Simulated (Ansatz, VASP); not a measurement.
# One calculation of TlBr, two programs

```
CELL_PARAMETERS angstrom
3.91453 0.00000 0.00000
0.00000 3.91453 0.00000
0.00000 0.00000 3.91453
ATOMIC_POSITIONS crystal
Tl 0.00000 0.00000 0.00000
Br 0.50000 0.50000 0.50000
```

Alike in both runs: task single point; functional PBEsol; k mesh 6 × 6 × 6; no spin polarisation.

|  | VASP | Ansatz |
| --- | --- | --- |
| version | VASP 6.6.1 | Ansatz 0.2.0 |
| potentials or method | VASP PAW PBE potentials, release 64 (Tl_d, Br) | PAW with Ansatz's default frozen-core files, scalar-relativistic |
| plane-wave cutoff (eV) | 500 | 420 |
| occupations | gaussian, width 0.01 eV | fixed |
| valence electrons in the cell | 20 | 20 |

```csv
,VASP,Ansatz,Ansatz less VASP
gap on the k mesh at the Fermi level (eV),1.59,1.59,-0.005
pressure (GPa),0.0,0.0,+0.02
```

VASP's potentials were made for PBE, not for PBEsol.

Spin-orbit coupling is off throughout.
